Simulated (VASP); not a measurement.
# Sn (Fd-3m) in VASP: notebook

The runs below take Sn through single point, with PBEsol.

Program: VASP 6.6.1. These are calculated values, not measurements. Logs are shortened: lines on timing, memory, paths and dates and some standing lists are left out, and cuts for length are marked.

### Step 1. The cell of the first run

It takes space group Fd-3m (No. 227, cubic). Conventional cell: a = 6.467 Å, b = 6.467 Å, c = 6.467 Å, α = 90.00°, β = 90.00°, γ = 90.00°. Within 3.7 Å of Sn (site symmetry -43m) lie 4 Sn at 2.80 Å.

### Step 2. Single point, PBEsol

INCAR

```
SYSTEM = Sn
ALGO = Normal
EDIFF = 1E-6
ENCUT = 500
GGA = PS
GGA_COMPAT = .FALSE.
ISIF = 2
ISMEAR = 1
LASPH = .TRUE.
LCHARG = .TRUE.
LELF = .TRUE.
LREAL = .FALSE.
LVHAR = .TRUE.
LWAVE = .FALSE.
NBANDS = 21
NELM = 120
PREC = Accurate
SIGMA = 0.01
```

KPOINTS

```
k-points
0
G
  4 4 4
  0 0 0
```

POSCAR

```
Sn
1.0
    4.5726370000      0.0000000000      0.0000000000
    2.2863185000      3.9600198043      0.0000000000
    2.2863185000      1.3200066014      3.7335424763
Sn
2
Direct
    0.0000000000      0.0000000000      0.0000000000
    0.2500000000      0.2500000000      0.2500000000
```

Potentials or basis: VASP PAW PBE potentials, release 64 (Sn_d).

The run is started by

```console
cat potpaw_PBE.64/Sn_d/POTCAR > POTCAR
mpirun -np 1 vasp_std > vasp.out
```

OUTCAR:

```text
SYSTEM = Sn
   EDIFF = 1E-6
   ENCUT = 500
   GGA = PS
   ISIF = 2
   ISMEAR = 1
   LASPH = .TRUE.
   LREAL = .FALSE.
   NELM = 120
   PREC = Accurate

 ion  position               nearest neighbor table
   1  0.000  0.000  0.000-   2 2.80   2 2.80   2 2.80   2 2.80
   2  0.250  0.250  0.250-   1 2.80   1 2.80   1 2.80   1 2.80

  LATTYP: Found a face centered cubic cell.
 ALAT       =     6.4666852612

  Lattice vectors:

 A1 = (   4.5726370000,   0.0000000000,   0.0000000000)
 A2 = (   2.2863185000,   3.9600198043,   0.0000000000)
 A3 = (   2.2863185000,   1.3200066014,   3.7335424763)

Analysis of symmetry for initial positions (statically):
=====================================================================
 Subroutine PRICEL returns:
 Original cell was already a primitive cell.

 Routine SETGRP: Setting up the symmetry group for a
 face centered cubic supercell.

 Subroutine GETGRP returns: Found 48 space group operations
 (whereof 24 operations were pure point group operations)
 out of a pool of 48 trial point group operations.

The static configuration has the point symmetry T_d .
 The point group associated with its full space group is O_h .

Analysis of symmetry for dynamics (positions and initial velocities):
=====================================================================
 Subroutine PRICEL returns:
 Original cell was already a primitive cell.

 Routine SETGRP: Setting up the symmetry group for a
 face centered cubic supercell.

 Subroutine GETGRP returns: Found 48 space group operations
 (whereof 24 operations were pure point group operations)
 out of a pool of 48 trial point group operations.

The dynamic configuration has the point symmetry T_d .
 The point group associated with its full space group is O_h .

 Subroutine INISYM returns: Found 48 space group operations
 (whereof 24 operations are pure point group operations),
 and found     1 'primitive' translations

----------------------------------------------------------------------------------------

                                     Primitive cell

  volume of cell :      67.6060

  direct lattice vectors                    reciprocal lattice vectors
     4.572637000  0.000000000  0.000000000     0.218692190 -0.126261995 -0.089280713
     2.286318500  3.960019804  0.000000000     0.000000000  0.252523990 -0.089280713
     2.286318500  1.320006601  3.733542476     0.000000000  0.000000000  0.267842138

  length of vectors
     4.572637000  4.572637000  4.572637000     0.267842138  0.267842138  0.267842138

  position of ions in fractional coordinates (direct lattice)
     0.000000000  0.000000000  0.000000000
     0.250000000  0.250000000  0.250000000

  ion indices of the primitive-cell ions
   primitive index   ion index
                 1           1
                 2           2

----------------------------------------------------------------------------------------

 KPOINTS: k-points

Automatic generation of k-mesh.
 Grid dimensions read from file:
 generate k-points for:    4    4    4

 Generating k-lattice:

  Cartesian coordinates                     Fractional coordinates (reciprocal lattice)
     0.054673048 -0.031565499 -0.022320178     0.250000000  0.000000000  0.000000000
     0.000000000  0.063130997 -0.022320178     0.000000000  0.250000000 -0.000000000
     0.000000000  0.000000000  0.066960535     0.000000000  0.000000000  0.250000000

  Length of vectors
     0.066960535  0.066960535  0.066960535

  Shift w.r.t. Gamma in fractional coordinates (k-lattice)
     0.000000000  0.000000000  0.000000000

 Subroutine IBZKPT returns following result:
 ===========================================

 Found      8 irreducible k-points:

 Following reciprocal coordinates:
            Coordinates               Weight
  0.000000  0.000000  0.000000      1.000000
  0.250000  0.000000  0.000000      8.000000
  0.500000  0.000000  0.000000      4.000000
  0.250000  0.250000  0.000000      6.000000
  0.500000  0.250000  0.000000     24.000000
 -0.250000  0.250000 -0.000000     12.000000
  0.500000  0.500000  0.000000      3.000000
 -0.250000  0.500000  0.250000      6.000000
   k-points           NKPTS =      8   k-points in BZ     NKDIM =      8   number of bands    NBANDS=     21
   number of dos      NEDOS =    301   number of ions     NIONS =      2
   total plane-waves  NPLWV =  46656
   dimension x,y,z NGX =    36 NGY =   36 NGZ =   36
   dimension x,y,z NGXF=    72 NGYF=   72 NGZF=   72
   ions per type =               2
   NGX,Y,Z   is equivalent  to a cutoff of  13.09, 13.09, 13.09 a.u.
   NGXF,Y,Z  is equivalent  to a cutoff of  26.18, 26.18, 26.18 a.u.
 SYSTEM =  Sn
   PREC   = accura    normal or accurate (medium, high low for compatibility)
   ISTART =      0    job   : 0-new  1-cont  2-samecut
   ICHARG =      2    charge: 1-file 2-atom 10-const
   ISPIN  =      1    spin polarized calculation?
   LNONCOLLINEAR =      F non collinear calculations
   LSORBIT =      F    spin-orbit coupling
   LASPH  =      T    aspherical Exc in radial PAW
   ENCUT  =  500.0 eV  36.75 Ry    6.06 a.u.   8.34  8.34  8.34*2*pi/ulx,y,z
   NELM   =    120;   NELMIN=  2; NELMDL= -5     # of ELM steps
   EDIFF  = 0.1E-05   stopping-criterion for ELM
   LREAL  =      F    real-space projection
   EDIFFG = 0.1E-04   stopping-criterion for IOM
   NSW    =      0    number of steps for IOM
   IBRION =     -1    ionic relax: 0-MD 1-quasi-New 2-CG
   NFREE  =      0    steps in history (QN), initial steepest desc. (CG)
   ISIF   =      2    stress and relaxation
   ISYM   =      2    0-nonsym 1-usesym 2-fastsym
   POTIM  = 0.5000    time-step for ionic-motion
   TEBEG  =    0.0;   TEEND  =   0.0 temperature during run
   PSTRESS=    0.0 pullay stress
   NELECT =      28.0000    total number of electrons
   NUPDOWN=      -1.0000    fix difference up-down
   EMIN   =  10.00;   EMAX   =-10.00  energy-range for DOS
   EFERMI =   0.00;   METHOD = LEGACY
   ISMEAR =     1;   SIGMA  =   0.01  broadening in eV -4-tet -1-fermi 0-gaus
   EFERMI_NEDOS =   21; number of points for ismear=-14 and -15
   IALGO  =     38    algorithm
   IMIX   =      4    mixing-type and parameters
     AMIX     =   0.40;   BMIX     =  1.00
     AMIX_MAG =   1.60;   BMIX_MAG =  1.00
  volume/ion in A,a.u.               =      33.80       228.11
  Fermi-wavevector in a.u.,A,eV,Ry     =   1.220298  2.306028 20.260795  1.489126
  Thomas-Fermi vector in A             =   2.355520
   LORBIT       =      0    0 simple, 1 ext, 2 COOP (PROOUT), +10 PAW based schemes
   GGA     = PS    functional components
   LHFCALC =     F    Hartree Fock is set to
   AEXX    =    0.0000 exact exchange contribution
   IVDW    =     0    specifies the selected vdW correction
   LEPSILON=     F    determine dielectric tensor
   LRPA    =     F    only Hartree local field effects (RPA)
 non-spin polarized calculation
 Methfessel and Paxton  Order N= 1 SIGMA  =   0.01
  energy-cutoff  :      500.00
  volume of cell :       67.61
 maximum number of plane-waves:      1759
 NGX is ok and might be reduce to    36
   NGX = 17   NGY = 17   NGZ = 17

 number of electron      28.0000008 magnetization

 Free energy of the ion-electron system (eV)
  ---------------------------------------------------
  ext. energy  EPLUGINS =         0.00000000
  ---------------------------------------------------
  free energy    TOTEN  =        -8.25122403 eV

  energy without entropy =       -8.25104772  energy(sigma->0) =       -8.25116526

 E-fermi :   5.5843     XC(G=0):  -9.0921

 val. band max:        5.0133692355   @ k =   0.0000   0.0000   0.0000
 cond. band min:       5.5842936071   @ k =   0.5000   0.0000   0.0000
 fundamental gap:      0.5709243716
 Fermi energy:         5.5842936071

 k-point     1 :       0.0000    0.0000    0.0000
  band No.  band energies     occupation
      1     -15.9740      2.00000
      2     -15.9740      2.00000
      3     -15.9740      2.00000
      4     -15.9127      2.00000
      5     -15.9127      2.00000
      6     -15.5915      2.00000
[... 13 lines left out ...]
     20      13.6112      0.00000
     21      13.6112      0.00000

 k-point     2 :       0.2500    0.0000    0.0000
  band No.  band energies     occupation
      1     -16.0006      2.00000
      2     -16.0006      2.00000
      3     -15.9606      2.00000
      4     -15.8713      2.00000
      5     -15.8713      2.00000
      6     -15.6366      2.00000
[... 13 lines left out ...]
     20      12.4716      0.00000
     21      12.4716      0.00000

 k-point     3 :       0.5000    0.0000    0.0000
  band No.  band energies     occupation
      1     -16.0115      2.00000
      2     -16.0115      2.00000
      3     -15.9464      2.00000
      4     -15.8498      2.00000
      5     -15.8498      2.00000
      6     -15.6527      2.00000
[... 13 lines left out ...]
     20      14.4039      0.00000
     21      14.4043      0.00000

 k-point     4 :       0.2500    0.2500    0.0000
  band No.  band energies     occupation
      1     -16.0025      2.00000
      2     -16.0025      2.00000
      3     -15.9779      2.00000
      4     -15.8631      2.00000
      5     -15.8130      2.00000
      6     -15.7256      2.00000
[... 13 lines left out ...]
     20      13.5420      0.00000
     21      14.3080      0.00000

 k-point     5 :       0.5000    0.2500    0.0000
  band No.  band energies     occupation
      1     -16.0419      2.00000
      2     -16.0210      2.00000
      3     -15.9130      2.00000
      4     -15.8115      2.00000
      5     -15.7824      2.00000
      6     -15.7539      2.00000
[... 13 lines left out ...]
     20      14.6985      0.00000
     21      14.8299      0.00000

 k-point     6 :      -0.2500    0.2500   -0.0000
  band No.  band energies     occupation
      1     -16.0353      2.00000
      2     -16.0231      2.00000
      3     -15.9070      2.00000
      4     -15.8467      2.00000
      5     -15.8084      2.00000
      6     -15.6988      2.00000
[... 13 lines left out ...]
     20      13.2474      0.00000
     21      15.0579      0.00000

 k-point     7 :       0.5000    0.5000    0.0000
  band No.  band energies     occupation
      1     -16.0270      2.00000
      2     -16.0270      2.00000
      3     -15.8882      2.00000
      4     -15.8882      2.00000
      5     -15.7448      2.00000
      6     -15.7448      2.00000
[... 13 lines left out ...]
     20      14.9433      0.00000
     21      16.0557      0.00000

 k-point     8 :      -0.2500    0.5000    0.2500
  band No.  band energies     occupation
      1     -16.0454      2.00000
      2     -16.0454      2.00000
      3     -15.8282      2.00000
      4     -15.8282      2.00000
      5     -15.7545      2.00000
      6     -15.7545      2.00000
[... 13 lines left out ...]
     20      14.7277      0.00000
     21      15.8920      0.00000

------------------------ aborting loop because EDIFF is reached ----------------------------------------

  FORCE on cell =-STRESS in cart. coord.  units (eV):
  Direction    XX          YY          ZZ          XY          YZ          ZX
  --------------------------------------------------------------------------------------
  -------------------------------------------------------------------------------------
  Total        0.9173588      0.9173588      0.9173588      0.0000000     -0.0000000      0.0000000
  in kB       21.7402560     21.7402560     21.7402560      0.0000000     -0.0000000      0.0000000
  external PRESSURE =      21.7402560 kB  Pullay stress =       0.0000000 kB

 VOLUME and BASIS-vectors are now :
 -----------------------------------------------------------------------------
  energy-cutoff  :      500.00
  volume of cell :       67.61
      direct lattice vectors                 reciprocal lattice vectors
     4.572637000  0.000000000  0.000000000     0.218692190 -0.126261995 -0.089280713
     2.286318500  3.960019804  0.000000000     0.000000000  0.252523990 -0.089280713
     2.286318500  1.320006601  3.733542476     0.000000000  0.000000000  0.267842138

 POSITION                                       TOTAL-FORCE (eV/Angst)
 -----------------------------------------------------------------------------------
      0.00000      0.00000      0.00000         0.000000      0.000000      0.000000
      2.28632      1.32001      0.93339        -0.000000     -0.000000     -0.000000
 -----------------------------------------------------------------------------------
    total drift:                                0.000000      0.000000      0.000000

  FREE ENERGIE OF THE ION-ELECTRON SYSTEM (eV)
  ---------------------------------------------------
  free  energy   TOTEN  =        -8.2512240308 eV

  energy  without entropy=       -8.2510477215  energy(sigma->0) =       -8.25116526
```

Wall time 40 s (1 thread of AMD EPYC 7R13, shared host); peak memory 0.16 GiB.

Results:

```
Free energy            : -8.2512 eV
Pressure               : 2.2 GPa
Band gap on the k mesh : zero (band 14 reaches 5.72 eV, above the bottom of band 15 at 5.58 eV)
```

Caveat: the k points lie up to 0.42 Å⁻¹ apart; the PAW data sets were made with another functional, which shifts forces and pressure a little; spin-orbit coupling is left out, which moves the levels of the heavy elements.

### Step 3. Single point, PBEsol

INCAR

```
PREC = Accurate
ENCUT = 500
EDIFF = 1E-6
ISMEAR = 1
SIGMA = 0.01
LREAL = False
LASPH = True
NELM = 120
ALGO = Normal
ISIF = 2
LWAVE = False
LCHARG = False
GGA = PS
NBANDS = 21
GGA_COMPAT = False
```

KPOINTS

```
regular mesh
0
Gamma
  5 5 5
```

POSCAR is that of step 2.

Potentials or basis: VASP PAW PBE potentials, release 64 (Sn_d).

The run is started by

```console
cat potpaw_PBE.64/Sn_d/POTCAR > POTCAR
mpirun -np 1 vasp_std > vasp.out
```

Run time: 37 s. Hardware: 1 thread of AMD EPYC 7R13, shared host; peak memory 0.17 GiB.

The run converged. Its results:

```
Free energy            : -8.3715 eV
Pressure               : 1.7 GPa
Band gap on the k mesh : zero (band 14 reaches 5.70 eV, above the bottom of band 15 at 5.63 eV)
```

Levels at points of the mesh, in eV from the Fermi level:
| k point | band 12 | band 13 | band 14 | band 15 | band 16 | band 17 |
| --- | --- | --- | --- | --- | --- | --- |
| (0.00, 0.00, 0.00) | -0.64 | 0.07 | 0.07 | 0.07 | 2.13 | 2.13 |

Caveat: the PAW data sets were made with another functional, which shifts forces and pressure a little; spin-orbit coupling is left out, which moves the levels of the heavy elements.
